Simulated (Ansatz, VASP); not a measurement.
# One calculation of Al, two programs

```
CELL_PARAMETERS angstrom
5.42002 0.00000 0.00000
0.00000 2.81454 0.00000
0.00000 0.00000 9.08294
ATOMIC_POSITIONS crystal
Al 0.00000 0.25000 0.75000
Al 0.50000 0.25000 0.75000
Al 0.00000 0.75000 0.25000
Al 0.50000 0.75000 0.25000
Al 0.25001 0.25000 0.02006
Al 0.75001 0.25000 0.47994
Al 0.74999 0.75000 0.97994
Al 0.24999 0.75000 0.52006
```

Alike in both runs: task relaxation of cell and atoms; functional PBE; k mesh 8 × 14 × 4; occupations gaussian, width 0.1 eV; no spin polarisation.

|  | VASP | Ansatz |
| --- | --- | --- |
| version | VASP 6.6.1 | Ansatz 0.2.0 |
| potentials or method | VASP PAW PBE potentials, release 64 (Al), cutoff 600 eV | scalar-relativistic, plane waves, PAW |
| valence electrons in the cell | 24 | 24 |

```csv
,VASP,Ansatz,Ansatz less VASP
"gap on the k mesh at the Fermi level, each at its own relaxed structure (eV)",none,none,-
relaxed volume (Å³/atom),17.33,17.34,+0.015
relaxed length of the cell vector where the two differ most in proportion (Å),2.824,2.827,+0.0020
```

A gap of «none» marks a metal or a gap that the smearing closes. Ansatz's warnings: structure snapped to symmetry.
